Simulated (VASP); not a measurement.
# AgCl (Cmcm) in VASP: a series of runs, part 2 of 2

VASP 6.6.1.

**3. Single point, PBE**

This run uses another cell than the first one, of 20.40 Å³/atom.

Input file INCAR:

```
SYSTEM = AgCl
ALGO     = Normal         ! electronic algorithm
EDIFF    = 1E-7           ! SCF threshold, eV
ENCUT    = 520            ! plane-wave cutoff, eV
GGA      = PE             ! functional
ISIF     = 2              ! what is computed and relaxed
ISMEAR   = 0              ! smearing method
LASPH    = .True.         ! aspherical terms in the spheres
LCHARG   = .True.         ! write CHGCAR
LELF     = .True.         ! ELF
LREAL    = .False.        ! projectors in reciprocal space
LVHAR    = .True.       
LWAVE    = .False.        ! write WAVECAR
NBANDS   = 26             ! bands
NELM     = 80             ! most SCF steps
PREC     = Accurate       ! precision mode
SIGMA    = 0.05           ! smearing width, eV
```

Input file KPOINTS:

```
k-points
0
Gamma
  8 8 8
  0 0 0
```

Input file POSCAR:

```
AgCl
1.0
    3.7418194060      0.0000000000      0.0000000000
    0.0000000000      0.0000000000     -3.9240373500
   -1.8709097030      5.5565952358      0.0000000000
Ag Cl
2 2
Direct
    0.6034446000      0.2500000000      0.2068892000
    0.3965554000      0.7500000000      0.7931108000
    0.1345512700      0.7500000000      0.2691025400
    0.8654487300      0.2500000000      0.7308974600
```

Potentials or basis: VASP PAW PBE potentials, release 64 (Ag, Cl).

Launch:

```console
$ cat potpaw_PBE.64/Ag/POTCAR potpaw_PBE.64/Cl/POTCAR > POTCAR
$ mpirun -np 1 vasp_std > vasp.out
```

OUTCAR:

```text
SYSTEM = AgCl
   EDIFF = 1E-7
   ENCUT = 520
   GGA = PE
   ISIF = 2
   ISMEAR = 0
   LASPH = .True.
   LREAL = .False.
   NELM = 80
   PREC = Accurate

 ion  position               nearest neighbor table
   1  0.603  0.250  0.207-   3 2.73   3 2.73   3 2.73   3 2.73   4 2.91   2 3.02   2 3.02
   2  0.397  0.750  0.793-   4 2.73   4 2.73   4 2.73   4 2.73   3 2.91   1 3.02   1 3.02
   3  0.135  0.750  0.269-   1 2.73   1 2.73   1 2.73   1 2.73   2 2.91
   4  0.865  0.250  0.731-   2 2.73   2 2.73   2 2.73   2 2.73   1 2.91

  LATTYP: Found a base centered orthorhombic cell.
 ALAT       =     3.7418194060
 B/A-ratio  =     2.9699964819
 C/A-ratio  =     1.0486976853

  Lattice vectors:

 A1 = (  -1.8709097030,  -5.5565952358,   0.0000000000)
 A2 = (  -1.8709097030,   5.5565952358,   0.0000000000)
 A3 = (   0.0000000000,   0.0000000000,  -3.9240373500)

Analysis of symmetry for initial positions (statically):
=====================================================================
 Subroutine PRICEL returns:
 Original cell was already a primitive cell.

 Routine SETGRP: Setting up the symmetry group for a
 base centered orthorhombic supercell.

 Subroutine GETGRP returns: Found  8 space group operations
 (whereof  4 operations were pure point group operations)
 out of a pool of  8 trial point group operations.

The static configuration has the point symmetry C_2h.
 The point group associated with its full space group is D_2h.

Analysis of symmetry for dynamics (positions and initial velocities):
=====================================================================
 Subroutine PRICEL returns:
 Original cell was already a primitive cell.

 Routine SETGRP: Setting up the symmetry group for a
 base centered orthorhombic supercell.

 Subroutine GETGRP returns: Found  8 space group operations
 (whereof  4 operations were pure point group operations)
 out of a pool of  8 trial point group operations.

The dynamic configuration has the point symmetry C_2h.
 The point group associated with its full space group is D_2h.

 Subroutine INISYM returns: Found  8 space group operations
 (whereof  4 operations are pure point group operations),
 and found     1 'primitive' translations

----------------------------------------------------------------------------------------

                                     Primitive cell

  volume of cell :      81.5877

  direct lattice vectors                    reciprocal lattice vectors
     3.741819406  0.000000000  0.000000000     0.267249670  0.089983160  0.000000000
     0.000000000  0.000000000 -3.924037350     0.000000000  0.000000000 -0.254839572
    -1.870909703  5.556595236  0.000000000     0.000000000  0.179966321  0.000000000

  length of vectors
     3.741819406  3.924037350  5.863109562     0.281991764  0.254839572  0.179966321

  position of ions in fractional coordinates (direct lattice)
     0.603444600  0.250000000  0.206889200
     0.396555400  0.750000000  0.793110800
     0.134551270  0.750000000  0.269102540
     0.865448730  0.250000000  0.730897460

  ion indices of the primitive-cell ions
   primitive index   ion index
                 1           1
                 2           2
                 3           3
                 4           4

----------------------------------------------------------------------------------------

 KPOINTS: k-points

Automatic generation of k-mesh.
 Grid dimensions read from file:
 generate k-points for:    8    8    8

 Generating k-lattice:

  Cartesian coordinates                     Fractional coordinates (reciprocal lattice)
     0.033406209  0.011247895  0.000000000     0.125000000  0.000000000  0.000000000
     0.000000000  0.000000000 -0.031854947     0.000000000  0.125000000  0.000000000
     0.000000000  0.022495790  0.000000000     0.000000000  0.000000000  0.125000000

  Length of vectors
     0.035248971  0.031854947  0.022495790

  Shift w.r.t. Gamma in fractional coordinates (k-lattice)
     0.000000000  0.000000000  0.000000000

 Subroutine IBZKPT returns following result:
 ===========================================

 Found    105 irreducible k-points:

 Following reciprocal coordinates:
            Coordinates               Weight
  0.000000  0.000000  0.000000      1.000000
  0.125000  0.000000  0.000000      4.000000
  0.250000  0.000000  0.000000      4.000000
  0.375000  0.000000  0.000000      4.000000
  0.500000  0.000000  0.000000      2.000000
  0.000000  0.125000  0.000000      2.000000
[... 16 lines left out ...]
  0.250000  0.500000  0.000000      4.000000
  0.375000  0.500000  0.000000      4.000000
 [... further k-points ...]
   k-points           NKPTS =    105   k-points in BZ     NKDIM =    105   number of bands    NBANDS=     26
   number of dos      NEDOS =    301   number of ions     NIONS =      4
   total plane-waves  NPLWV =  40320
   dimension x,y,z NGX =    28 NGY =   30 NGZ =   48
   dimension x,y,z NGXF=    56 NGYF=   60 NGZF=   96
   ions per type =               2   2
   NGX,Y,Z   is equivalent  to a cutoff of  12.44, 12.71, 13.61 a.u.
   NGXF,Y,Z  is equivalent  to a cutoff of  24.88, 25.42, 27.22 a.u.
 SYSTEM =  AgCl
   PREC   = accura    normal or accurate (medium, high low for compatibility)
   ISTART =      0    job   : 0-new  1-cont  2-samecut
   ICHARG =      2    charge: 1-file 2-atom 10-const
   ISPIN  =      1    spin polarized calculation?
   LNONCOLLINEAR =      F non collinear calculations
   LSORBIT =      F    spin-orbit coupling
   LASPH  =      T    aspherical Exc in radial PAW
   ENCUT  =  520.0 eV  38.22 Ry    6.18 a.u.   6.96  7.30 10.90*2*pi/ulx,y,z
   NELM   =     80;   NELMIN=  2; NELMDL= -5     # of ELM steps
   EDIFF  = 0.1E-06   stopping-criterion for ELM
   LREAL  =      F    real-space projection
   EDIFFG = 0.1E-05   stopping-criterion for IOM
   NSW    =      0    number of steps for IOM
   IBRION =     -1    ionic relax: 0-MD 1-quasi-New 2-CG
   NFREE  =      0    steps in history (QN), initial steepest desc. (CG)
   ISIF   =      2    stress and relaxation
   ISYM   =      2    0-nonsym 1-usesym 2-fastsym
   POTIM  = 0.5000    time-step for ionic-motion
   TEBEG  =    0.0;   TEEND  =   0.0 temperature during run
   PSTRESS=    0.0 pullay stress
   NELECT =      36.0000    total number of electrons
   NUPDOWN=      -1.0000    fix difference up-down
   EMIN   =  10.00;   EMAX   =-10.00  energy-range for DOS
   EFERMI =   0.00;   METHOD = LEGACY
   ISMEAR =     0;   SIGMA  =   0.05  broadening in eV -4-tet -1-fermi 0-gaus
   EFERMI_NEDOS =   21; number of points for ismear=-14 and -15
   IALGO  =     38    algorithm
   IMIX   =      4    mixing-type and parameters
     AMIX     =   0.40;   BMIX     =  1.00
     AMIX_MAG =   1.60;   BMIX_MAG =  1.00
  volume/ion in A,a.u.               =      20.40       137.65
  Fermi-wavevector in a.u.,A,eV,Ry     =   1.246333  2.355228 21.134554  1.553346
  Thomas-Fermi vector in A             =   2.380515
   LORBIT       =      0    0 simple, 1 ext, 2 COOP (PROOUT), +10 PAW based schemes
   GGA     = PE    functional components
   LHFCALC =     F    Hartree Fock is set to
   AEXX    =    0.0000 exact exchange contribution
   IVDW    =     0    specifies the selected vdW correction
   LEPSILON=     F    determine dielectric tensor
   LRPA    =     F    only Hartree local field effects (RPA)
 non-spin polarized calculation
 Gauss-broadening in eV      SIGMA  =   0.05
  energy-cutoff  :      520.00
  volume of cell :       81.59
 maximum number of plane-waves:      2225
   NGX = 13   NGY = 15   NGZ = 21

 number of electron      35.9999999 magnetization

 Free energy of the ion-electron system (eV)
  ---------------------------------------------------
  ext. energy  EPLUGINS =         0.00000000
  ---------------------------------------------------
  free energy    TOTEN  =       -10.64725382 eV

  energy without entropy =      -10.64725382  energy(sigma->0) =      -10.64725382

 E-fermi :   4.4733     XC(G=0): -10.2525

 val. band max:        4.2634907289   @ k =   0.5000   0.0000   0.2500
 cond. band min:       4.7232715520   @ k =   0.0000   0.0000   0.0000
 fundamental gap:      0.4597808231
 Fermi energy:         4.4733359183

 k-point     1 :       0.0000    0.0000    0.0000
  band No.  band energies     occupation
      1     -10.9177      2.00000
      2     -10.3131      2.00000
      3      -0.2706      2.00000
      4       0.8016      2.00000
      5       1.0085      2.00000
      6       1.1347      2.00000
[... 18 lines left out ...]
     25      14.4251      0.00000
     26      15.3041      0.00000
[... 644 lines left out ...]
      4      -0.2792      2.00000
      5       0.3876      2.00000
      6       0.3876      2.00000
[... 18 lines left out ...]
     25      13.4391      0.00000
     26      13.4391      0.00000

 [... further k-points ...]
[... 5 lines left out ...]
  --------------------------------------------------------------------------------------
  -------------------------------------------------------------------------------------
  Total        0.7614812      0.8456008      0.7560760      0.0000000     -0.0000000      0.0000000
  in kB       14.9535758     16.6054732     14.8474308      0.0000000     -0.0000000      0.0000000
  external PRESSURE =      15.4688266 kB  Pullay stress =       0.0000000 kB

 VOLUME and BASIS-vectors are now :
 -----------------------------------------------------------------------------
  energy-cutoff  :      520.00
  volume of cell :       81.59
      direct lattice vectors                 reciprocal lattice vectors
     3.741819406  0.000000000  0.000000000     0.267249670  0.089983160  0.000000000
     0.000000000  0.000000000 -3.924037350     0.000000000  0.000000000 -0.254839572
    -1.870909703  5.556595236  0.000000000     0.000000000  0.179966321  0.000000000

 POSITION                                       TOTAL-FORCE (eV/Angst)
 -----------------------------------------------------------------------------------
      1.87091      1.14960     -0.98101         0.000000      0.014209      0.000000
     -0.00000      4.40700     -2.94303        -0.000000     -0.014209     -0.000000
      0.00000      1.49529     -2.94303         0.000000      0.003178      0.000000
      1.87091      4.06130     -0.98101         0.000000     -0.003178      0.000000
 -----------------------------------------------------------------------------------
    total drift:                               -0.000000      0.000000     -0.000000

  FREE ENERGIE OF THE ION-ELECTRON SYSTEM (eV)
  ---------------------------------------------------
  free  energy   TOTEN  =       -10.6472538170 eV

  energy  without entropy=      -10.6472538170  energy(sigma->0) =      -10.64725382
```

Wall time 4.4 min (1 thread of Intel Xeon 8259CL, shared host); peak memory 0.32 GiB.

What came out:

```
Free energy            : -10.6473 eV
Pressure               : 1.5 GPa
Largest force          : 0.014 eV/Å
Band gap on the k mesh : 0.46 eV (least direct gap 1.96 eV)
```

Forces in eV/Å, atoms in the order of the input:
```
Ag   0.000  0.014  0.000
Ag   0.000 -0.014  0.000
Cl   0.000  0.003  0.000
Cl   0.000 -0.003  0.000
```

Caveat: semilocal functionals underestimate gaps, and a narrow one can read as zero. A k mesh can miss the band edges.
